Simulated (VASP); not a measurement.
# Li (Im-3m) in VASP: notebook

Runs on Li. Level: PBEsol. Tasks: single point, relaxation of volume and atoms at fixed shape.

Program: VASP 6.6.1. These are calculated values, not measurements. Logs are shortened: lines on timing, memory, paths and dates and some standing lists are left out, and cuts for length are marked.

### 1 The cell of the first run

Symmetry: Im-3m, No. 229, cubic system. Conventional cell: a = 3.430 Å, b = 3.430 Å, c = 3.430 Å, α = 90.00°, β = 90.00°, γ = 90.00°. Within 3.9 Å of Li (site symmetry m-3m) lie 14 Li at 2.97 to 3.43 Å.

### 2 Single point, PBEsol

INCAR reads:

```
SYSTEM = Li
ALGO = Normal
EDIFF = 1E-6
ENCUT = 520
GGA = PS
ISIF = 2
ISMEAR = -1
LASPH = .TRUE.
LCHARG = .FALSE.
LREAL = .FALSE.
LWAVE = .FALSE.
NBANDS = 8
NELM = 60
PREC = Accurate
SIGMA = 0.02
```

KPOINTS reads:

```
k-points
0
G
  19 19 19
  0 0 0
```

POSCAR reads:

```
Li
1.0
   -1.7151708450      1.7151708450      1.7151708450
    1.7151708450     -1.7151708450      1.7151708450
    1.7151708450      1.7151708450     -1.7151708450
Li
1
Direct
    0.0000000000      0.0000000000      0.0000000000
```

Potentials or basis: VASP PAW PBE potentials, release 64 (Li_sv).

The run is started by

```console
> cat potpaw_PBE.64/Li_sv/POTCAR > POTCAR
> mpirun -np 1 vasp_std > vasp.out
```

OUTCAR:

```text
SYSTEM = Li
   EDIFF = 1E-6
   ENCUT = 520
   GGA = PS
   ISIF = 2
   ISMEAR = -1
   LASPH = .TRUE.
   LREAL = .FALSE.
   NELM = 60
   PREC = Accurate

 ion  position               nearest neighbor table
   1  0.000  0.000  0.000-

  LATTYP: Found a body centered cubic cell.
 ALAT       =     3.4303416900

  Lattice vectors:

 A1 = (  -1.7151708450,   1.7151708450,   1.7151708450)
 A2 = (   1.7151708450,  -1.7151708450,   1.7151708450)
 A3 = (   1.7151708450,   1.7151708450,  -1.7151708450)

Analysis of symmetry for initial positions (statically):
=====================================================================
 Subroutine PRICEL returns:
 Original cell was already a primitive cell.

 Routine SETGRP: Setting up the symmetry group for a
 body centered cubic supercell.

 Subroutine GETGRP returns: Found 48 space group operations
 (whereof 48 operations were pure point group operations)
 out of a pool of 48 trial point group operations.

The static configuration has the point symmetry O_h .

Analysis of symmetry for dynamics (positions and initial velocities):
=====================================================================
 Subroutine PRICEL returns:
 Original cell was already a primitive cell.

 Routine SETGRP: Setting up the symmetry group for a
 body centered cubic supercell.

 Subroutine GETGRP returns: Found 48 space group operations
 (whereof 48 operations were pure point group operations)
 out of a pool of 48 trial point group operations.

The dynamic configuration has the point symmetry O_h .

 Subroutine INISYM returns: Found 48 space group operations
 (whereof 48 operations are pure point group operations),
 and found     1 'primitive' translations

----------------------------------------------------------------------------------------

                                     Primitive cell

  volume of cell :      20.1828

  direct lattice vectors                    reciprocal lattice vectors
    -1.715170845  1.715170845  1.715170845     0.000000000  0.291516149  0.291516149
     1.715170845 -1.715170845  1.715170845     0.291516149  0.000000000  0.291516149
     1.715170845  1.715170845 -1.715170845     0.291516149  0.291516149  0.000000000

  length of vectors
     2.970763047  2.970763047  2.970763047     0.412266092  0.412266092  0.412266092

  position of ions in fractional coordinates (direct lattice)
     0.000000000  0.000000000  0.000000000

  ion indices of the primitive-cell ions
   primitive index   ion index
                 1           1

----------------------------------------------------------------------------------------

 KPOINTS: k-points

Automatic generation of k-mesh.
 Grid dimensions read from file:
 generate k-points for:   19   19   19

 Generating k-lattice:

  Cartesian coordinates                     Fractional coordinates (reciprocal lattice)
     0.000000000  0.015342955  0.015342955     0.052631579  0.000000000  0.000000000
     0.015342955  0.000000000  0.015342955     0.000000000  0.052631579  0.000000000
     0.015342955  0.015342955  0.000000000     0.000000000  0.000000000  0.052631579

  Length of vectors
     0.021698215  0.021698215  0.021698215

  Shift w.r.t. Gamma in fractional coordinates (k-lattice)
     0.000000000  0.000000000  0.000000000

 Subroutine IBZKPT returns following result:
 ===========================================

 Found    220 irreducible k-points:

 Following reciprocal coordinates:
            Coordinates               Weight
  0.000000  0.000000  0.000000      1.000000
  0.052632  0.000000  0.000000     12.000000
  0.105263  0.000000  0.000000     12.000000
  0.157895  0.000000  0.000000     12.000000
  0.210526  0.000000  0.000000     12.000000
  0.263158  0.000000  0.000000     12.000000
[... 16 lines left out ...]
  0.263158  0.105263 -0.000000     48.000000
  0.315789  0.105263  0.000000     48.000000
 [... further k-points ...]
   k-points           NKPTS =    220   k-points in BZ     NKDIM =    220   number of bands    NBANDS=      8
   number of dos      NEDOS =    301   number of ions     NIONS =      1
   total plane-waves  NPLWV =  13824
   dimension x,y,z NGX =    24 NGY =   24 NGZ =   24
   dimension x,y,z NGXF=    48 NGYF=   48 NGZF=   48
   ions per type =               1
   NGX,Y,Z   is equivalent  to a cutoff of  13.43, 13.43, 13.43 a.u.
   NGXF,Y,Z  is equivalent  to a cutoff of  26.86, 26.86, 26.86 a.u.
 SYSTEM =  Li
   PREC   = accura    normal or accurate (medium, high low for compatibility)
   ISTART =      0    job   : 0-new  1-cont  2-samecut
   ICHARG =      2    charge: 1-file 2-atom 10-const
   ISPIN  =      1    spin polarized calculation?
   LNONCOLLINEAR =      F non collinear calculations
   LSORBIT =      F    spin-orbit coupling
   LASPH  =      T    aspherical Exc in radial PAW
   ENCUT  =  520.0 eV  38.22 Ry    6.18 a.u.   5.52  5.52  5.52*2*pi/ulx,y,z
   NELM   =     60;   NELMIN=  2; NELMDL= -5     # of ELM steps
   EDIFF  = 0.1E-05   stopping-criterion for ELM
   LREAL  =      F    real-space projection
   EDIFFG = 0.1E-04   stopping-criterion for IOM
   NSW    =      0    number of steps for IOM
   IBRION =     -1    ionic relax: 0-MD 1-quasi-New 2-CG
   NFREE  =      0    steps in history (QN), initial steepest desc. (CG)
   ISIF   =      2    stress and relaxation
   ISYM   =      2    0-nonsym 1-usesym 2-fastsym
   POTIM  = 0.5000    time-step for ionic-motion
   TEBEG  =    0.0;   TEEND  =   0.0 temperature during run
   PSTRESS=    0.0 pullay stress
   NELECT =       3.0000    total number of electrons
   NUPDOWN=      -1.0000    fix difference up-down
   EMIN   =  10.00;   EMAX   =-10.00  energy-range for DOS
   EFERMI =   0.00;   METHOD = LEGACY
   ISMEAR =    -1;   SIGMA  =   0.02  broadening in eV -4-tet -1-fermi 0-gaus
   EFERMI_NEDOS =   21; number of points for ismear=-14 and -15
   IALGO  =     38    algorithm
   IMIX   =      4    mixing-type and parameters
     AMIX     =   0.40;   BMIX     =  1.00
     AMIX_MAG =   1.60;   BMIX_MAG =  1.00
  volume/ion in A,a.u.               =      20.18       136.20
  Fermi-wavevector in a.u.,A,eV,Ry     =   0.867204  1.638778 10.232160  0.752043
  Thomas-Fermi vector in A             =   1.985704
   LORBIT       =      0    0 simple, 1 ext, 2 COOP (PROOUT), +10 PAW based schemes
   GGA     = PS    functional components
   LHFCALC =     F    Hartree Fock is set to
   AEXX    =    0.0000 exact exchange contribution
   IVDW    =     0    specifies the selected vdW correction
   LEPSILON=     F    determine dielectric tensor
   LRPA    =     F    only Hartree local field effects (RPA)
 non-spin polarized calculation
  energy-cutoff  :      520.00
  volume of cell :       20.18
 maximum number of plane-waves:       563
 NGX is ok and might be reduce to    24
   NGX = 11   NGY = 11   NGZ = 11

 number of electron       3.0000001 magnetization

 Free energy of the ion-electron system (eV)
  ---------------------------------------------------
  ext. energy  EPLUGINS =         0.00000000
  ---------------------------------------------------
  free energy    TOTEN  =        -1.96514729 eV

  energy without entropy =       -1.96424614  energy(sigma->0) =       -1.96469671

 E-fermi :   0.6508     XC(G=0):  -7.0281

 val. band max:        0.6417039297   @ k =  -0.3684   0.4737   0.0526
 cond. band min:       0.6681107748   @ k =   0.2632   0.1579   0.1053
 fundamental gap:      0.0264068450
 Fermi energy:         0.6507680007

 k-point     1 :       0.0000    0.0000    0.0000
  band No.  band energies     occupation
      1     -45.2663      2.00000
      2      -2.9215      2.00000
      3      15.3137      0.00000
      4      15.3137      0.00000
      5      15.3138      0.00000
      6      20.0494      0.00000
      7      20.0494      0.00000
      8      20.0494      0.00000

 k-point     2 :       0.0526    0.0000    0.0000
  band No.  band energies     occupation
      1     -45.2657      2.00000
      2      -2.8690      2.00000
      3      14.9556      0.00000
      4      15.0343      0.00000
      5      15.2203      0.00000
      6      19.1306      0.00000
      7      19.2803      0.00000
      8      20.4025      0.00000

 k-point     3 :       0.1053    0.0000    0.0000
  band No.  band energies     occupation
      1     -45.2640      2.00000
      2      -2.7116      2.00000
      3      13.8769      0.00000
      4      14.3949      0.00000
      5      14.9498      0.00000
      6      18.1101      0.00000
      7      18.2200      0.00000
      8      19.9743      0.00000

 k-point     4 :       0.1579    0.0000    0.0000
  band No.  band energies     occupation
      1     -45.2615      2.00000
      2      -2.4493      2.00000
      3      12.3195      0.00000
      4      13.6605      0.00000
      5      14.5438      0.00000
      6      17.2543      0.00000
      7      17.6230      0.00000
      8      19.8782      0.00000

 k-point     5 :       0.2105    0.0000    0.0000
  band No.  band energies     occupation
      1     -45.2583      2.00000
      2      -2.0820      2.00000
      3      10.6228      0.00000
      4      12.9593      0.00000
      5      14.0738      0.00000
      6      16.4173      0.00000
      7      17.4385      0.00000
      8      20.0690      0.00000

 k-point     6 :       0.2632    0.0000    0.0000
  band No.  band energies     occupation
      1     -45.2549      2.00000
      2      -1.6120      2.00000
      3       8.9591      0.00000
      4      12.3440      0.00000
      5      13.6095      0.00000
      6      15.7166      0.00000
      7      17.4184      0.00000
      8      20.4881      0.00000

 k-point     7 :       0.3158    0.0000    0.0000
  band No.  band energies     occupation
      1     -45.2515      2.00000
      2      -1.0449      2.00000
      3       7.4022      0.00000
      4      11.8379      0.00000
      5      13.1998      0.00000
      6      15.1547      0.00000
      7      17.4971      0.00000
      8      21.0851      0.00000

 k-point     8 :       0.3684    0.0000    0.0000
  band No.  band energies     occupation
      1     -45.2486      2.00000
      2      -0.3983      2.00000
      3       5.9989      0.00000
      4      11.4521      0.00000
      5      12.8744      0.00000
      6      14.7327      0.00000
      7      17.6276      0.00000
      8      21.8121      0.00000

 k-point     9 :       0.4211    0.0000    0.0000
  band No.  band energies     occupation
      1     -45.2465      2.00000
      2       0.2740      2.00000
      3       4.8164      0.00000
      4      11.1925      0.00000
      5      12.6502      0.00000
      6      14.4512      0.00000
      7      17.7588      0.00000
      8      22.5901      0.00000

 k-point    10 :       0.4737    0.0000    0.0000
  band No.  band energies     occupation
      1     -45.2454      2.00000
      2       0.7970      0.00134
      3       4.0366      0.00000
      4      11.0621      0.00000
      5      12.5361      0.00000
      6      14.3104      0.00000
      7      17.8409      0.00000
      8      23.2038      0.00000
[... 78 lines left out ...]
 k-point    18 :       0.4211    0.0526    0.0000
  band No.  band energies     occupation
      1     -45.2456      2.00000
      2       0.6230      1.60087
      3       4.3671      0.00000
      4      10.8694      0.00000
      5      12.0479      0.00000
      6      15.1388      0.00000
      7      17.9098      0.00000
      8      22.9078      0.00000

 k-point    19 :       0.4737    0.0526    0.0000
  band No.  band energies     occupation
      1     -45.2451      2.00000
      2       0.9341      0.00000
      3       3.9278      0.00000
      4      10.8057      0.00000
      5      11.9870      0.00000
      6      15.0740      0.00000
      7      17.9599      0.00000
      8      23.3170      0.00000

 k-point    20 :       0.1053    0.1053    0.0000
  band No.  band energies     occupation
      1     -45.2601      2.00000
      2      -2.2915      2.00000
      3      12.2064      0.00000
      4      12.5194      0.00000
      5      13.8770      0.00000
      6      17.5147      0.00000
      7      17.8145      0.00000
      8      20.0113      0.00000

 k-point    21 :       0.1579    0.1053    0.0000
  band No.  band energies     occupation
      1     -45.2570      2.00000
      2      -1.9234      2.00000
      3      10.6350      0.00000
      4      11.7675      0.00000
      5      13.2981      0.00000
      6      17.4122      0.00000
      7      17.6608      0.00000
      8      20.2448      0.00000

 k-point    22 :       0.2105    0.1053    0.0000
  band No.  band energies     occupation
      1     -45.2538      2.00000
      2      -1.4517      2.00000
      3       9.0008      0.00000
      4      11.1715      0.00000
      5      12.7688      0.00000
      6      17.2289      0.00000
      7      17.5987      0.00000
      8      20.6294      0.00000

 k-point    23 :       0.2632    0.1053   -0.0000
  band No.  band energies     occupation
      1     -45.2507      2.00000
      2      -0.8813      2.00000
      3       7.4563      0.00000
      4      10.6873      0.00000
      5      12.3192      0.00000
      6      16.9152      0.00000
      7      17.7407      0.00000
      8      21.1485      0.00000

 k-point    24 :       0.3158    0.1053    0.0000
  band No.  band energies     occupation
      1     -45.2479      2.00000
      2      -0.2282      2.00000
      3       6.0554      0.00000
      4      10.3193      0.00000
      5      11.9693      0.00000
      6      16.6295      0.00000
      7      17.9560      0.00000
      8      21.7669      0.00000

 [... further k-points ...]
[... 5 lines left out ...]
  --------------------------------------------------------------------------------------
  -------------------------------------------------------------------------------------
  Total       -0.0066864     -0.0066864     -0.0066864     -0.0000000     -0.0000000      0.0000000
  in kB       -0.5307888     -0.5307888     -0.5307888     -0.0000000     -0.0000000      0.0000000
  external PRESSURE =      -0.5307888 kB  Pullay stress =       0.0000000 kB

 VOLUME and BASIS-vectors are now :
 -----------------------------------------------------------------------------
  energy-cutoff  :      520.00
  volume of cell :       20.18
      direct lattice vectors                 reciprocal lattice vectors
    -1.715170845  1.715170845  1.715170845     0.000000000  0.291516149  0.291516149
     1.715170845 -1.715170845  1.715170845     0.291516149  0.000000000  0.291516149
     1.715170845  1.715170845 -1.715170845     0.291516149  0.291516149  0.000000000

 POSITION                                       TOTAL-FORCE (eV/Angst)
 -----------------------------------------------------------------------------------
      0.00000      0.00000      0.00000         0.000000     -0.000000      0.000000
 -----------------------------------------------------------------------------------
    total drift:                               -0.000000     -0.000000      0.000000

  FREE ENERGIE OF THE ION-ELECTRON SYSTEM (eV)
  ---------------------------------------------------
  free  energy   TOTEN  =        -1.9651472855 eV

  energy  without entropy=       -1.9642461418  energy(sigma->0) =       -1.96469671
```

It took 12 s on 1 thread of AMD EPYC 9R45 (Zen 5), shared host; peak memory 0.12 GiB.

Results:

- Free energy: -1.9651 eV
- Band gap on the k mesh: zero (an odd number of electrons rules out a gap without spin polarisation)

Levels at points of the mesh, in eV from the Fermi level:
```tsv
k point	band 1	band 2	band 3	band 4	band 5
(0.00, 0.00, 0.00)	-45.92	-3.57	14.66	14.66	14.66
```

Caveat: the cutoff is under 1.25 times the usual one of these potentials, so pressure, stress and relaxed cells hold a basis-set (Pulay) error; the PAW data sets were made with another functional, which shifts forces and pressure a little.

### 3 Relaxation of volume and atoms at fixed shape, PBEsol

This run uses another cell than the first one, of 21.61 Å³/atom.

INCAR reads:

```
  PREC = Accurate
  ENCUT = 600
  EDIFF = 1E-6
  ISMEAR = -1
  SIGMA = 0.02
  LREAL = False
  LASPH = True
  NELM = 80
  ALGO = Normal
  ISIF = 8
  LWAVE = False
  LCHARG = False
  GGA = PS
  IBRION = 2
  NSW = 60
  EDIFFG = -0.03
```

KPOINTS reads:

```
regular mesh
0
Gamma
  19 19 19
```

POSCAR reads:

```
Li
1.0
   -1.7546500000      1.7546500000      1.7546500000
    1.7546500000     -1.7546500000      1.7546500000
    1.7546500000      1.7546500000     -1.7546500000
Li
1
Direct
    0.0000000000      0.0000000000      0.0000000000
```

Potentials or basis: VASP PAW PBE potentials, release 64 (Li_sv).

The run is started by

```console
> cat potpaw_PBE.64/Li_sv/POTCAR > POTCAR
> mpirun -np 1 vasp_std > vasp.out
```

It took 19 s on 1 thread of AMD EPYC 9R45 (Zen 5), shared host; peak memory 0.12 GiB.

Results (log left out):

```yaml
Free_energy: -1.9671 eV
Relaxed_volume: 20.25 Å³/atom
Relaxed_cell: a = 2.974 Å, b = 2.974 Å, c = 2.974 Å, α = 109.47°, β = 109.47°, γ = 109.47°
Space_group_after_relaxing_to_0.1_Å: Im-3m (No. 229)
Energy_gained_by_relaxing: 4.7 meV/atom
Ionic_steps: 3
Pressure_after_relaxing: -0.2 GPa
Band_gap_on_the_k_mesh: zero (an odd number of electrons rules out a gap without spin polarisation)
```

The path:
```csv
step,energy change (eV),largest force (eV/Å),pressure (GPa),volume (Å³)
1,0.0000,0.0000,-0.91,21.61
2,-0.0020,0.0000,-0.72,21.23
3,-0.0047,0.0000,-0.17,20.25
```

Final structure:
```xyz
1
Lattice="-1.7172 1.7172 1.7172 1.7172 -1.7172 1.7172 1.7172 1.7172 -1.7172" Properties=species:S:1:pos:R:3 pbc="T T T"
Li    0.0000    0.0000    0.0000
```

Levels at points of the mesh, in eV from the Fermi level:
| k point | band 1 | band 2 | band 3 | band 4 | band 5 |
| --- | --- | --- | --- | --- | --- |
| (0.00, 0.00, 0.00) | -45.92 | -3.57 | 14.63 | 14.63 | 14.63 |

Caveat: the cutoff is under 1.25 times the usual one of these potentials, so pressure, stress and relaxed cells hold a basis-set (Pulay) error; the PAW data sets were made with another functional, which shifts forces and pressure a little.

The gap in the log of VASP goes by the Fermi energy; the results here count the filled bands.